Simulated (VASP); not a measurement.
# Na (R-3m) in VASP: single point with r2SCAN

Aim: the single point of Na with r2SCAN.

Everything below comes from runs of VASP 6.6.1. Logs are shortened: lines on timing, memory, paths and dates and some standing lists are left out, and cuts for length are marked.

**1. The cell of the first run**

It takes space group R-3m (No. 166, trigonal). The conventional cell has a = 3.774 Å, b = 3.774 Å, c = 9.123 Å, α = 90.00°, β = 90.00°, γ = 120.00°. Within 4.9 Å of Na (site symmetry -3m) lie 12 Na at 3.74 to 3.77 Å.

**2. Single point, r2SCAN**

Input file POSCAR:

```
Na
1.0
    1.8872358308      1.0895961149      6.0823133711
   -1.8872358308      1.0895961149      6.0823133711
    0.0000000000     -2.1791922299      6.0823133711
Na
2
Direct
    0.2500173670      0.2500173670      0.2500173670
    0.7499826330      0.7499826330      0.7499826330
```

Input file INCAR.step1:

```
  PREC = Accurate
  ENCUT = 520
  ISMEAR = 0
  SIGMA = 0.1
  LREAL = False
  LASPH = True
  NELM = 100
  NBANDS = 14
  GGA = PE
  ALGO = Normal
  EDIFF = 1E-4
  LWAVE = True
  LCHARG = False
```

Input file INCAR.step2:

```
  PREC = Accurate
  ENCUT = 520
  EDIFF = 1E-6
  ISMEAR = 0
  SIGMA = 0.1
  LREAL = False
  LASPH = True
  NELM = 100
  ALGO = Normal
  ISIF = 2
  LWAVE = False
  LCHARG = True
  METAGGA = R2SCAN
  LMIXTAU = True
  LELF = True
  LVHAR = True
  NBANDS = 14
  ISTART = 1
```

Input file KPOINTS:

```
regular mesh
0
Gamma
  6 6 6
```

Potentials or basis: VASP PAW PBE potentials, release 64 (Na_pv).

Run with:

```bash
cat potpaw_PBE.64/Na_pv/POTCAR > POTCAR
cp INCAR.step1 INCAR
mpirun -np 1 vasp_std > vasp.out
cp INCAR.step2 INCAR
mpirun -np 1 vasp_std > vasp.out
```

OUTCAR:

```text
PREC = Accurate
   ENCUT = 520
   EDIFF = 1E-6
   ISMEAR = 0
   LREAL = False
   LASPH = True
   NELM = 100
   ISIF = 2
   METAGGA = R2SCAN
   ISTART = 1

 ion  position               nearest neighbor table
   1  0.250  0.250  0.250-
   2  0.750  0.750  0.750-

  LATTYP: Found a trigonal (rhomboedric) cell.
 ALAT       =     6.4609143872
 COS(alpha) =     0.8293546848

  Lattice vectors:

 A1 = (   1.8872358308,   1.0895961149,   6.0823133711)
 A2 = (  -1.8872358308,   1.0895961149,   6.0823133711)
 A3 = (   0.0000000000,  -2.1791922299,   6.0823133711)

Analysis of symmetry for initial positions (statically):
=====================================================================
 Subroutine PRICEL returns:
 Original cell was already a primitive cell.

 Routine SETGRP: Setting up the symmetry group for a
 trigonal (rhombohedral) supercell.

 Subroutine GETGRP returns: Found 12 space group operations
 (whereof 12 operations were pure point group operations)
 out of a pool of 12 trial point group operations.

The static configuration has the point symmetry D_3d.

Analysis of symmetry for dynamics (positions and initial velocities):
=====================================================================
 Subroutine PRICEL returns:
 Original cell was already a primitive cell.

 Routine SETGRP: Setting up the symmetry group for a
 trigonal (rhombohedral) supercell.

 Subroutine GETGRP returns: Found 12 space group operations
 (whereof 12 operations were pure point group operations)
 out of a pool of 12 trial point group operations.

The dynamic configuration has the point symmetry D_3d.

 Subroutine INISYM returns: Found 12 space group operations
 (whereof 12 operations are pure point group operations),
 and found     1 'primitive' translations

----------------------------------------------------------------------------------------

                                     Primitive cell

  volume of cell :      75.0433

  direct lattice vectors                    reciprocal lattice vectors
     1.887235831  1.089596115  6.082313371     0.264937742  0.152961877  0.054803709
    -1.887235831  1.089596115  6.082313371    -0.264937742  0.152961877  0.054803709
     0.000000000 -2.179192230  6.082313371     0.000000000 -0.305923754  0.054803709

  length of vectors
     6.460914387  6.460914387  6.460914387     0.310793805  0.310793805  0.310793805

  position of ions in fractional coordinates (direct lattice)
     0.250017367  0.250017367  0.250017367
     0.749982633  0.749982633  0.749982633

  ion indices of the primitive-cell ions
   primitive index   ion index
                 1           1
                 2           2

----------------------------------------------------------------------------------------

 KPOINTS: regular mesh

Automatic generation of k-mesh.
 Grid dimensions read from file:
 generate k-points for:    6    6    6

 Generating k-lattice:

  Cartesian coordinates                     Fractional coordinates (reciprocal lattice)
     0.044156290  0.025493646  0.009133952     0.166666667  0.000000000 -0.000000000
    -0.044156290  0.025493646  0.009133952     0.000000000  0.166666667 -0.000000000
     0.000000000 -0.050987292  0.009133952     0.000000000  0.000000000  0.166666667

  Length of vectors
     0.051798968  0.051798968  0.051798968

  Shift w.r.t. Gamma in fractional coordinates (k-lattice)
     0.000000000  0.000000000  0.000000000

 Subroutine IBZKPT returns following result:
 ===========================================

 Found     32 irreducible k-points:

 Following reciprocal coordinates:
            Coordinates               Weight
  0.000000  0.000000  0.000000      1.000000
  0.166667  0.000000  0.000000      6.000000
  0.333333  0.000000  0.000000      6.000000
  0.500000 -0.000000 -0.000000      3.000000
  0.166667  0.166667  0.000000      6.000000
  0.333333  0.166667  0.000000     12.000000
[... 16 lines left out ...]
  0.500000  0.500000  0.166667      6.000000
 -0.333333  0.500000  0.166667     12.000000
 [... further k-points ...]
   k-points           NKPTS =     32   k-points in BZ     NKDIM =     32   number of bands    NBANDS=     14
   number of dos      NEDOS =    301   number of ions     NIONS =      2
   total plane-waves  NPLWV = 110592
   dimension x,y,z NGX =    48 NGY =   48 NGZ =   48
   dimension x,y,z NGXF=    96 NGYF=   96 NGZF=   96
   ions per type =               2
   NGX,Y,Z   is equivalent  to a cutoff of  12.35, 12.35, 12.35 a.u.
   NGXF,Y,Z  is equivalent  to a cutoff of  24.70, 24.70, 24.70 a.u.
 SYSTEM =  unknown system
   PREC   = accura    normal or accurate (medium, high low for compatibility)
   ISTART =      1    job   : 0-new  1-cont  2-samecut
   ICHARG =      0    charge: 1-file 2-atom 10-const
   ISPIN  =      1    spin polarized calculation?
   LNONCOLLINEAR =      F non collinear calculations
   LSORBIT =      F    spin-orbit coupling
   LASPH  =      T    aspherical Exc in radial PAW
   ENCUT  =  520.0 eV  38.22 Ry    6.18 a.u.  12.01 12.01 12.01*2*pi/ulx,y,z
   NELM   =    100;   NELMIN=  2; NELMDL=  0     # of ELM steps
   EDIFF  = 0.1E-05   stopping-criterion for ELM
   LREAL  =      F    real-space projection
[... 7 lines left out ...]
   TEBEG  =    0.0;   TEEND  =   0.0 temperature during run
   PSTRESS=    0.0 pullay stress
   NELECT =      14.0000    total number of electrons
   NUPDOWN=      -1.0000    fix difference up-down
   EMIN   =  10.00;   EMAX   =-10.00  energy-range for DOS
   EFERMI =   0.00;   METHOD = LEGACY
   ISMEAR =     0;   SIGMA  =   0.10  broadening in eV -4-tet -1-fermi 0-gaus
   EFERMI_NEDOS =   21; number of points for ismear=-14 and -15
   IALGO  =     38    algorithm
   IMIX   =      4    mixing-type and parameters
     AMIX     =   0.40;   BMIX     =  1.00
     AMIX_MAG =   1.60;   BMIX_MAG =  1.00
  volume/ion in A,a.u.               =      37.52       253.21
  Fermi-wavevector in a.u.,A,eV,Ry     =   0.935435  1.767716 11.905622  0.875039
  Thomas-Fermi vector in A             =   2.062342
   LORBIT       =      0    0 simple, 1 ext, 2 COOP (PROOUT), +10 PAW based schemes
   METAGGA = R2SCAN    functional components
   LHFCALC =     F    Hartree Fock is set to
   AEXX    =    0.0000 exact exchange contribution
   IVDW    =     0    specifies the selected vdW correction
   LEPSILON=     F    determine dielectric tensor
   LRPA    =     F    only Hartree local field effects (RPA)
 non-spin polarized calculation
 Gauss-broadening in eV      SIGMA  =   0.10
  energy-cutoff  :      520.00
  volume of cell :       75.04
 maximum number of plane-waves:      2037
   NGX = 25   NGY = 25   NGZ = 25

 number of electron      13.9999993 magnetization

 Free energy of the ion-electron system (eV)
  ---------------------------------------------------
  ext. energy  EPLUGINS =         0.00000000
  ---------------------------------------------------
  free energy    TOTEN  =        -7.10115436 eV

  energy without entropy =       -7.09681676  energy(sigma->0) =       -7.09898556

 E-fermi :   0.1732     XC(G=0):  -6.8848

 val. band max:        0.1524077512   @ k =   0.5000   0.5000   0.1667
 cond. band min:       0.4290648946   @ k =  -0.3333   0.3333   0.1667
 fundamental gap:      0.2766571434
 Fermi energy:         0.1732485467

 k-point     1 :       0.0000    0.0000    0.0000
  band No.  band energies     occupation
      1     -25.7408      2.00000
      2     -25.7092      2.00000
      3     -25.7092      2.00000
      4     -25.7055      2.00000
      5     -25.7041      2.00000
      6     -25.7041      2.00000
      7      -3.1511      2.00000
      8       0.8781      0.00000
      9       1.5549      0.00000
     10      10.8930      0.00000
     11      10.8930      0.00000
     12      11.9118      0.00000
     13      11.9118      0.00000
     14      12.1673      0.00000

 k-point     2 :       0.1667    0.0000    0.0000
  band No.  band energies     occupation
      1     -25.7376      2.00000
      2     -25.7150      2.00000
      3     -25.7108      2.00000
      4     -25.7104      2.00000
      5     -25.7070      2.00000
      6     -25.7060      2.00000
      7      -2.7067      2.00000
      8       1.0440      0.00000
      9       2.2030      0.00000
     10       7.3931      0.00000
     11       8.9267      0.00000
     12       9.8378      0.00000
     13      10.6191      0.00000
     14      10.9150      0.00000

 k-point     3 :       0.3333    0.0000    0.0000
  band No.  band energies     occupation
      1     -25.7294      2.00000
      2     -25.7263      2.00000
      3     -25.7242      2.00000
      4     -25.7124      2.00000
      5     -25.7118      2.00000
      6     -25.7099      2.00000
      7      -1.3956      2.00000
      8       1.8318      0.00000
      9       3.3072      0.00000
     10       4.3732      0.00000
     11       5.8854      0.00000
     12       8.9817      0.00000
     13       9.0800      0.00000
     14       9.3717      0.00000
[... 324 lines left out ...]
 k-point    23 :       0.5000    0.5000    0.1667
  band No.  band energies     occupation
      1     -25.7329      2.00000
      2     -25.7320      2.00000
      3     -25.7156      2.00000
      4     -25.7147      2.00000
      5     -25.7112      2.00000
      6     -25.7076      2.00000
      7      -0.7968      2.00000
      8       0.1524      1.23180
      9       3.8035      0.00000
     10       5.4824      0.00000
     11       6.4672      0.00000
     12       8.2755      0.00000
     13       8.7740      0.00000
     14       9.4012      0.00000

 k-point    24 :      -0.3333    0.5000    0.1667
  band No.  band energies     occupation
      1     -25.7349      2.00000
      2     -25.7334      2.00000
      3     -25.7187      2.00000
      4     -25.7152      2.00000
      5     -25.7140      2.00000
      6     -25.7113      2.00000
      7       0.6013      0.00000
      8       1.0807      0.00000
      9       2.5231      0.00000
     10       4.3362      0.00000
     11       5.1582      0.00000
     12       7.8558      0.00000
     13       8.5183      0.00000
     14       9.0629      0.00000

 [... further k-points ...]

------------------------ aborting loop because EDIFF is reached ----------------------------------------

  FORCE on cell =-STRESS in cart. coord.  units (eV):
  Direction    XX          YY          ZZ          XY          YZ          ZX
  --------------------------------------------------------------------------------------
  -------------------------------------------------------------------------------------
  Total        0.0087196      0.0087196      0.0582522      0.0000000     -0.0000000      0.0000000
  in kB        0.1861645      0.1861645      1.2436866      0.0000000     -0.0000000      0.0000000
  external PRESSURE =       0.5386719 kB  Pullay stress =       0.0000000 kB

 VOLUME and BASIS-vectors are now :
 -----------------------------------------------------------------------------
  energy-cutoff  :      520.00
  volume of cell :       75.04
      direct lattice vectors                 reciprocal lattice vectors
     1.887235831  1.089596115  6.082313371     0.264937742  0.152961877  0.054803709
    -1.887235831  1.089596115  6.082313371    -0.264937742  0.152961877  0.054803709
     0.000000000 -2.179192230  6.082313371     0.000000000 -0.305923754  0.054803709

 POSITION                                       TOTAL-FORCE (eV/Angst)
 -----------------------------------------------------------------------------------
      0.00000     -0.00000      4.56205         0.000000     -0.000000      0.000466
      0.00000     -0.00000     13.68489         0.000000      0.000000     -0.000466
 -----------------------------------------------------------------------------------
    total drift:                               -0.000000     -0.000000      0.000000

  FREE ENERGIE OF THE ION-ELECTRON SYSTEM (eV)
  ---------------------------------------------------
  free  energy   TOTEN  =        -7.1011543614 eV

  energy  without entropy=       -7.0968167588  energy(sigma->0) =       -7.09898556
```

It took 8.5 min on 1 thread of Oxide Virtual Turin-like, shared host; peak memory 0.31 GiB.

What came out:

* Free energy: -7.1012 eV
* Pressure: 0.1 GPa
* Band gap on the k mesh: zero (bands 7 and 8 overlap by 3.87 eV)

Stress tensor (GPa, compression positive):
```
0.02 0.00 0.00
0.00 0.02 0.00
0.00 0.00 0.12
```

Levels at points of the mesh, in eV from the Fermi level:
| k point | band 3 | band 4 | band 5 | band 6 | band 7 | band 8 | band 9 | band 10 | band 11 | band 12 |
| --- | --- | --- | --- | --- | --- | --- | --- | --- | --- | --- |
| (0.00, 0.00, 0.00) | -25.88 | -25.88 | -25.88 | -25.88 | -3.32 | 0.70 | 1.38 | 10.72 | 10.72 | 11.74 |
| (0.50, 0.00, 0.00) | -25.89 | -25.89 | -25.89 | -25.89 | 0.54 | 0.54 | 3.36 | 3.36 | 6.17 | 6.17 |
| (0.50, 0.50, 0.00) | -25.89 | -25.89 | -25.88 | -25.88 | 0.62 | 1.27 | 1.98 | 2.65 | 6.68 | 7.74 |
| (0.50, 0.50, 0.50) | -25.88 | -25.88 | -25.88 | -25.88 | -2.21 | -2.21 | 6.19 | 6.19 | 10.92 | 10.92 |

Caveat: the PAW data sets were made with another functional, which shifts forces and pressure a little.

The gap in the log of VASP goes by the Fermi energy; the results here count the filled bands.